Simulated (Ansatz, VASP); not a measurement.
**Al3Cu in VASP and in Ansatz**

File POSCAR:

```
Al3Cu
1.0
    2.5415053615      0.0000000000      0.0000000000
    0.0000000000      2.5415053615      0.0000000000
    0.0000000000      0.0000000000      9.0429598731
Al Cu
3 1
Direct
    0.0000000000      0.0000000000      0.5000000000
    0.5000000000      0.5000000000      0.2226430006
    0.5000000000      0.5000000000      0.7773569994
    0.0000000000      0.0000000000      0.0000000000
```

File INCAR.step1:

```
  PREC = Accurate
  ENCUT = 520
  ISMEAR = 0
  SIGMA = 0.15
  LREAL = F
  LASPH = T
  NELM = 80
  NBANDS = 18
  GGA = PE
  ALGO = Normal
  EDIFF = 1E-4
  LWAVE = T
  LCHARG = F
```

Contents of INCAR.step2:

```
  PREC = Accurate
  ENCUT = 520
  EDIFF = 1E-6
  ISMEAR = 0
  SIGMA = 0.15
  LREAL = F
  LASPH = T
  NELM = 80
  ALGO = Normal
  ISIF = 2
  LWAVE = F
  LCHARG = T
  METAGGA = R2SCAN
  LMIXTAU = T
  LELF = T
  LVHAR = T
  NBANDS = 18
  ISTART = 1
```

Contents of KPOINTS:

```
regular mesh
0
Gamma
  18 18 8
```

Input for Ansatz:

```yaml
crystal:
  lattice:
    - [2.5415053615, 0.0, 0.0]
    - [0.0, 2.5415053615, 0.0]
    - [0.0, 0.0, 9.0429598731]
  atoms:
    - { symbol: Al, position: [0.0, 0.0, 0.5] }
    - { symbol: Al, position: [0.5, 0.5, 0.2226430006] }
    - { symbol: Al, position: [0.5, 0.5, 0.7773569994] }
    - { symbol: Cu, position: [0.0, 0.0, 0.0] }
basis:
  ecutwfc: 500
kpoints:
  mp_grid: { grid: [18, 18, 8] }
hamiltonian:
  xc: r2scan
scf:
  occupations: { method: gaussian, width: 0.15 }
output:
  forces: true
  stress: true
  eigenvalues: true
```

Alike in both runs: task single point; functional r2SCAN; k mesh 18 × 18 × 8; occupations gaussian, width 0.15 eV; no spin polarisation.

```csv
,VASP,Ansatz
version,VASP 6.6.1,Ansatz 0.2.0
potentials or method,"VASP PAW PBE potentials, release 64 (Al, Cu), cutoff 520 eV","scalar-relativistic, plane waves, PAW"
valence electrons in the cell,20,28
```

|  | VASP | Ansatz | Ansatz less VASP |
| --- | --- | --- | --- |
| gap on the k mesh at the Fermi level (eV) | none | none | - |
| pressure (GPa) | 6.2 | 6.4 | +0.19 |
| traceless stress, the component that is largest in VASP (GPa) | -18.89 | -19.00 | -0.102 |
| rms of the force components (eV/Å) | 0.067 | 0.060 | -0.0065 |

VASP's potentials were made for PBE, not for r2SCAN. Atom by atom the forces differ by 0.007 eV/Å (rms over components). A gap of «none» marks a metal or a gap that the smearing closes. The functional is the same, so the differences come from potentials, cutoffs and numerics. VASP's potentials hold 20 valence electrons a cell and Ansatz's 28, so a difference there can come from the potentials and not from the codes.
